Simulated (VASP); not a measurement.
# AlCo (NiAs type) (P6_3/mmc) in VASP: further runs

The runs below take AlCo (NiAs type) through single point, with PBE.

Program: VASP 6.6.1. These are calculated values, not measurements. Logs are shortened: lines on timing, memory, paths and dates and some standing lists are left out, and cuts for length are marked.

## 1. The cell of the first run

The structure is hexagonal, space group P6_3/mmc (No. 194). Conventional cell: a = 2.597 Å, b = 2.597 Å, c = 7.359 Å, α = 90.00°, β = 90.00°, γ = 120.00°. Within 3.1 Å of Co (site symmetry -3m) lie 6 Al at 2.37 Å and 6 Co at 2.60 Å. Within 3.1 Å of Al (site symmetry -6m2) lie 6 Co at 2.37 Å and 6 Al at 2.60 Å.

## 2. Single point, PBE (volume scaled by 0.88)

Contents of INCAR:

```
  PREC = Accurate
  ENCUT = 520
  EDIFF = 1E-6
  ISMEAR = -1
  SIGMA = 0.05
  LREAL = False
  LASPH = True
  NELM = 60
  ALGO = Normal
  ISIF = 2
  LWAVE = False
  LCHARG = False
  GGA = PE
  NBANDS = 20
```

Contents of KPOINTS:

```
regular mesh
0
Gamma
  10 10 6
```

Contents of POSCAR:

```
AlCo
1.0
    2.5974638414      0.0000000000      0.0000000000
   -1.2987319207      2.2494696721      0.0000000000
    0.0000000000      0.0000000000      7.3587142154
Co Al
2 2
Direct
    0.0000000000      0.0000000000      0.0000000000
    0.0000000000      0.0000000000      0.5000000000
    0.3333333333      0.6666666667      0.2500000000
    0.6666666667      0.3333333333      0.7500000000
```

Potentials or basis: VASP PAW PBE potentials, release 64 (Co, Al).

Launch:

```console
cat potpaw_PBE.64/Co/POTCAR potpaw_PBE.64/Al/POTCAR > POTCAR
mpirun -np 1 vasp_std > vasp.out
```

OUTCAR:

```text
PREC = Accurate
   ENCUT = 520
   EDIFF = 1E-6
   ISMEAR = -1
   LREAL = False
   LASPH = True
   NELM = 60
   ISIF = 2
   GGA = PE

 ion  position               nearest neighbor table
   1  0.000  0.000  0.000-   3 2.37   4 2.37   4 2.37   3 2.37   4 2.37   3 2.37
   2  0.000  0.000  0.500-   3 2.37   4 2.37   4 2.37   3 2.37   4 2.37   3 2.37
   3  0.333  0.667  0.250-   1 2.37   2 2.37   1 2.37   2 2.37   1 2.37   2 2.37
   4  0.667  0.333  0.750-   1 2.37   2 2.37   1 2.37   2 2.37   1 2.37   2 2.37

  LATTYP: Found a hexagonal cell.
 ALAT       =     2.5974638414
 C/A-ratio  =     2.8330381729

  Lattice vectors:

 A1 = (   2.5974638414,   0.0000000000,   0.0000000000)
 A2 = (  -1.2987319207,   2.2494696721,   0.0000000000)
 A3 = (   0.0000000000,   0.0000000000,   7.3587142154)

Analysis of symmetry for initial positions (statically):
=====================================================================
 Subroutine PRICEL returns:
 Original cell was already a primitive cell.

 Routine SETGRP: Setting up the symmetry group for a
 hexagonal supercell.

 Subroutine GETGRP returns: Found 24 space group operations
 (whereof 12 operations were pure point group operations)
 out of a pool of 24 trial point group operations.

The static configuration has the point symmetry D_3d.
 The point group associated with its full space group is D_6h.

Analysis of symmetry for dynamics (positions and initial velocities):
=====================================================================
 Subroutine PRICEL returns:
 Original cell was already a primitive cell.

 Routine SETGRP: Setting up the symmetry group for a
 hexagonal supercell.

 Subroutine GETGRP returns: Found 24 space group operations
 (whereof 12 operations were pure point group operations)
 out of a pool of 24 trial point group operations.

The dynamic configuration has the point symmetry D_3d.
 The point group associated with its full space group is D_6h.

 Subroutine INISYM returns: Found 24 space group operations
 (whereof 12 operations are pure point group operations),
 and found     1 'primitive' translations

----------------------------------------------------------------------------------------

                                     Primitive cell

  volume of cell :      42.9964

  direct lattice vectors                    reciprocal lattice vectors
     2.597463841  0.000000000  0.000000000     0.384990922  0.222274613  0.000000000
    -1.298731921  2.249469672  0.000000000     0.000000000  0.444549225  0.000000000
[... 84 lines left out ...]
   LNONCOLLINEAR =      F non collinear calculations
   LSORBIT =      F    spin-orbit coupling
   LASPH  =      T    aspherical Exc in radial PAW
   ENCUT  =  520.0 eV  38.22 Ry    6.18 a.u.   4.83  4.83 13.68*2*pi/ulx,y,z
   NELM   =     60;   NELMIN=  2; NELMDL= -5     # of ELM steps
   EDIFF  = 0.1E-05   stopping-criterion for ELM
   LREAL  =      F    real-space projection
   EDIFFG = 0.1E-04   stopping-criterion for IOM
   NSW    =      0    number of steps for IOM
   IBRION =     -1    ionic relax: 0-MD 1-quasi-New 2-CG
   NFREE  =      0    steps in history (QN), initial steepest desc. (CG)
   ISIF   =      2    stress and relaxation
   ISYM   =      2    0-nonsym 1-usesym 2-fastsym
   POTIM  = 0.5000    time-step for ionic-motion
   TEBEG  =    0.0;   TEEND  =   0.0 temperature during run
   PSTRESS=    0.0 pullay stress
   NELECT =      24.0000    total number of electrons
   NUPDOWN=      -1.0000    fix difference up-down
   EMIN   =  10.00;   EMAX   =-10.00  energy-range for DOS
   EFERMI =   0.00;   METHOD = LEGACY
   ISMEAR =    -1;   SIGMA  =   0.05  broadening in eV -4-tet -1-fermi 0-gaus
   EFERMI_NEDOS =   21; number of points for ismear=-14 and -15
   IALGO  =     38    algorithm
   IMIX   =      4    mixing-type and parameters
     AMIX     =   0.40;   BMIX     =  1.00
     AMIX_MAG =   1.60;   BMIX_MAG =  1.00
  volume/ion in A,a.u.               =      10.75        72.54
  Fermi-wavevector in a.u.,A,eV,Ry     =   1.347932  2.547223 24.720714  1.816921
  Thomas-Fermi vector in A             =   2.475642
   LORBIT       =      0    0 simple, 1 ext, 2 COOP (PROOUT), +10 PAW based schemes
   GGA     = PE    functional components
   LHFCALC =     F    Hartree Fock is set to
   AEXX    =    0.0000 exact exchange contribution
   IVDW    =     0    specifies the selected vdW correction
   LEPSILON=     F    determine dielectric tensor
   LRPA    =     F    only Hartree local field effects (RPA)
 non-spin polarized calculation
  energy-cutoff  :      520.00
  volume of cell :       43.00
 maximum number of plane-waves:      1174
 NGX is ok and might be reduce to    20
   NGX =  9   NGY =  9   NGZ = 27

 number of electron      23.9999993 magnetization

 Free energy of the ion-electron system (eV)
  ---------------------------------------------------
  ext. energy  EPLUGINS =         0.00000000
  ---------------------------------------------------
  free energy    TOTEN  =       -22.41371050 eV

  energy without entropy =      -22.37999726  energy(sigma->0) =      -22.39685388

 E-fermi :  11.4500     XC(G=0): -12.6299

 val. band max:       11.4221745903   @ k =   0.4000  -0.0000   0.0000
 cond. band min:      11.4579958822   @ k =   0.3000   0.1000   0.1667
 fundamental gap:      0.0358212919
 Fermi energy:        11.4499784501

 k-point     1 :       0.0000    0.0000    0.0000
  band No.  band energies     occupation
      1      -0.1704      2.00000
      2       1.7845      2.00000
      3       3.8047      2.00000
      4       7.6243      2.00000
      5       9.3899      2.00000
      6       9.8556      2.00000
[... 541 lines left out ...]
     19      18.5578      0.00000
     20      20.6190      0.00000

 [... further k-points ...]
[... 5 lines left out ...]
  --------------------------------------------------------------------------------------
  -------------------------------------------------------------------------------------
  Total        7.1921710      7.1921710      7.0543659      0.0000000      0.0000000      0.0000000
  in kB      268.0025950    268.0025950    262.8675493      0.0000000      0.0000000      0.0000000
  external PRESSURE =     266.2909131 kB  Pullay stress =       0.0000000 kB

 VOLUME and BASIS-vectors are now :
 -----------------------------------------------------------------------------
  energy-cutoff  :      520.00
  volume of cell :       43.00
      direct lattice vectors                 reciprocal lattice vectors
     2.597463841  0.000000000  0.000000000     0.384990922  0.222274613  0.000000000
    -1.298731921  2.249469672  0.000000000     0.000000000  0.444549225  0.000000000
     0.000000000  0.000000000  7.358714215     0.000000000  0.000000000  0.135893306

 POSITION                                       TOTAL-FORCE (eV/Angst)
 -----------------------------------------------------------------------------------
      0.00000      0.00000      0.00000        -0.000000      0.000000     -0.000000
      0.00000      0.00000      3.67936        -0.000000      0.000000     -0.000000
     -0.00000      1.49965      1.83968        -0.000000      0.000000      0.000000
      1.29873      0.74982      5.51904         0.000000     -0.000000      0.000000
 -----------------------------------------------------------------------------------
    total drift:                               -0.000000      0.000000      0.000000

  FREE ENERGIE OF THE ION-ELECTRON SYSTEM (eV)
  ---------------------------------------------------
  free  energy   TOTEN  =       -22.4137104993 eV

  energy  without entropy=      -22.3799972603  energy(sigma->0) =      -22.39685388
```

OSZICAR:

```text
N       E                     dE             d eps       ncg     rms          rms(c)
DAV:   1     0.123298919537E+03    0.12330E+03   -0.10285E+04  2248   0.133E+03
DAV:   2    -0.198413397575E+02   -0.14314E+03   -0.13513E+03  2244   0.264E+02
DAV:   3    -0.260226013285E+02   -0.61813E+01   -0.59902E+01  2648   0.693E+01
DAV:   4    -0.261604256576E+02   -0.13782E+00   -0.13765E+00  2676   0.917E+00
DAV:   5    -0.261658870733E+02   -0.54614E-02   -0.54611E-02  2752   0.183E+00    0.188E+01
DAV:   6    -0.309300103402E+02   -0.47641E+01   -0.57377E+01  2528   0.126E+02    0.244E+01
DAV:   7    -0.225252097687E+02    0.84048E+01   -0.44309E+01  2640   0.861E+01    0.348E+00
DAV:   8    -0.224643727338E+02    0.60837E-01   -0.67330E-01  2532   0.655E+00    0.205E+00
DAV:   9    -0.224150002270E+02    0.49373E-01   -0.11284E-01  2676   0.510E+00    0.573E-01
DAV:  10    -0.224139819146E+02    0.10183E-02   -0.65988E-03  3196   0.111E+00    0.250E-01
DAV:  11    -0.224137552879E+02    0.22663E-03   -0.78813E-04  3100   0.433E-01    0.136E-01
DAV:  12    -0.224137154078E+02    0.39880E-04   -0.80054E-05  2900   0.129E-01    0.555E-02
DAV:  13    -0.224137096088E+02    0.57990E-05   -0.15654E-05  3452   0.474E-02    0.436E-03
DAV:  14    -0.224137104993E+02   -0.89050E-06   -0.60856E-07  1344   0.783E-03
   1 F= -.22413710E+02 E0= -.22396854E+02  d E =-.337132E-01
```

It took 19 s on 1 thread of Intel Xeon 6975P-C (Granite Rapids), shared host; peak memory 0.17 GiB.

What came out:

- Free energy: -22.4137 eV
- Pressure: 26.6 GPa
- Band gap on the k mesh: zero (band 12 reaches 12.16 eV, above the bottom of band 13 at 10.69 eV)

 Spin polarisation is off, so any magnetic state and its effect on volume and gap are missing.

## 3. Single point, PBE (volume scaled by 0.88)

Contents of INCAR:

```
SYSTEM = AlCo
  PREC = Accurate
  ENCUT = 520
  EDIFF = 1E-6
  ISMEAR = -1
  SIGMA = 0.05
  LREAL = .FALSE.
  LASPH = .TRUE.
  NELM = 60
  ALGO = Normal
  ISIF = 2
  LWAVE = .FALSE.
  LCHARG = .FALSE.
  GGA = PE
  NBANDS = 20
```

Contents of KPOINTS:

```
Automatic mesh
0
G
  10 10 6
  0 0 0
```

POSCAR is that of step 2.

Potentials or basis: VASP PAW PBE potentials, release 64 (Co, Al).

Launch:

```console
cat potpaw_PBE.64/Co/POTCAR potpaw_PBE.64/Al/POTCAR > POTCAR
mpirun -np 1 vasp_std > vasp.out
```

Run time: 19 s. Hardware: 1 thread of Intel Xeon 6975P-C (Granite Rapids), shared host; peak memory 0.18 GiB.

It converged, with:

| Quantity | Value |
| --- | --- |
| Free energy | -22.4137 eV |
| Pressure | 26.6 GPa |
| Band gap on the k mesh | zero (band 12 reaches 12.16 eV, above the bottom of band 13 at 10.69 eV) |

Stress tensor (GPa, compression positive):
```
26.80  0.00  0.00
 0.00 26.80  0.00
 0.00  0.00 26.29
```

Levels at points of the mesh, in eV from the Fermi level:
```csv
k point,band 10,band 11,band 12,band 13,band 14,band 15
"(0.00, 0.00, 0.00)",-1.46,-0.73,-0.73,-0.62,-0.62,4.15
"(0.50, 0.00, 0.00)",-1.07,-0.94,0.16,0.17,1.48,2.68
"(0.00, 0.00, 0.50)",-1.59,-0.67,-0.67,-0.67,-0.67,7.14
"(0.50, 0.00, 0.50)",-1.15,0.17,0.17,0.33,0.33,4.25
```

 Spin polarisation is off, so any magnetic state and its effect on volume and gap are missing.

## 4. Single point, PBE (volume scaled by 0.94)

Contents of INCAR:

```
  ALGO = Normal
  EDIFF = 1E-7
  ENCUT = 520
  GGA = PE
  ISIF = 2
  ISMEAR = -1
  LASPH = True
  LCHARG = True
  LELF = True
  LREAL = False
  LVHAR = True
  LWAVE = False
  NBANDS = 20
  NELM = 80
  PREC = Accurate
  SIGMA = 0.05
```

Contents of KPOINTS:

```
k-points
0
Gamma
  10 10 6
```

Contents of POSCAR:

```
AlCo
1.0
    2.6640195362      0.0000000000      0.0000000000
   -1.3320097681      2.3071085945      0.0000000000
    0.0000000000      0.0000000000      7.4725930008
Co Al
2 2
Direct
    0.0000000000      0.0000000000      0.0000000000
    0.0000000000      0.0000000000      0.5000000000
    0.3333333333      0.6666666667      0.2500000000
    0.6666666667      0.3333333333      0.7500000000
```

Launch:

```console
cat potpaw_PBE.64/Co/POTCAR potpaw_PBE.64/Al/POTCAR > POTCAR
mpirun -np 1 vasp_std > vasp.out
```

It took 22 s on 1 thread of Intel Xeon 6975P-C (Granite Rapids), shared host; peak memory 0.18 GiB.

The run converged. Its results:

| Item | Value |
| --- | --- |
| Free energy | -22.7516 eV |
| Pressure | 11.1 GPa |
| Band gap on the k mesh | zero (band 12 reaches 11.18 eV, above the bottom of band 13 at 9.81 eV) |

Stress tensor (GPa, compression positive):
```
11.26  0.00  0.00
 0.00 11.26  0.00
 0.00  0.00 10.78
```

Levels at points of the mesh, in eV from the Fermi level:
```tsv
k point	band 10	band 11	band 12	band 13	band 14	band 15
(0.00, 0.00, 0.00)	-1.26	-0.68	-0.68	-0.57	-0.57	4.02
(0.50, 0.00, 0.00)	-0.97	-0.87	0.13	0.14	1.36	2.49
(0.00, 0.00, 0.50)	-1.44	-0.63	-0.63	-0.63	-0.63	7.03
(0.50, 0.00, 0.50)	-1.06	0.13	0.13	0.33	0.33	4.00
```

## 5. Single point, PBE (volume scaled by 0.94)

Contents of INCAR:

```
SYSTEM = AlCo
PREC     = Accurate       ! precision mode
ENCUT    = 520            ! plane-wave cutoff, eV
EDIFF    = 1E-6           ! SCF threshold, eV
ISMEAR   = -1             ! smearing method
SIGMA    = 0.05           ! smearing width, eV
LREAL    = .False.        ! projectors in reciprocal space
LASPH    = .True.         ! aspherical terms in the spheres
NELM     = 80             ! most SCF steps
ALGO     = Normal         ! electronic algorithm
ISIF     = 2              ! what is computed and relaxed
LWAVE    = .False.        ! write WAVECAR
LCHARG   = .True.         ! write CHGCAR
GGA      = PE             ! functional
LELF     = .True.         ! ELF
LVHAR    = .True.       
NBANDS   = 20             ! bands
```

Contents of KPOINTS:

```
Automatic mesh
0
Gamma
  10 10 6
  0 0 0
```

POSCAR is that of step 4.

Launch:

```console
cat potpaw_PBE.64/Co/POTCAR potpaw_PBE.64/Al/POTCAR > POTCAR
mpirun -np 1 vasp_std > vasp.out
```

Run time: 20 s. Hardware: 1 thread of Intel Xeon 6975P-C (Granite Rapids), shared host; peak memory 0.18 GiB.

It converged, with:

```yaml
Free_energy: -22.7516 eV
Pressure: 11.1 GPa
Band_gap_on_the_k_mesh: zero (band 12 reaches 11.18 eV, above the bottom of band 13 at 9.81 eV)
```

Stress tensor (GPa, compression positive):
```
11.28  0.00  0.00
 0.00 11.28  0.00
 0.00  0.00 10.80
```

Levels at points of the mesh, in eV from the Fermi level:
```tsv
k point	band 9	band 10	band 11	band 12	band 13	band 14	band 15	band 16
(0.00, 0.00, 0.00)	-1.44	-1.26	-0.68	-0.68	-0.57	-0.57	4.02	10.53
(0.50, 0.00, 0.00)	-1.14	-0.97	-0.87	0.13	0.14	1.36	2.49	3.73
(0.00, 0.00, 0.50)	-1.44	-1.44	-0.63	-0.63	-0.63	-0.63	7.03	7.03
(0.50, 0.00, 0.50)	-1.06	-1.06	0.13	0.13	0.33	0.33	4.00	4.00
```
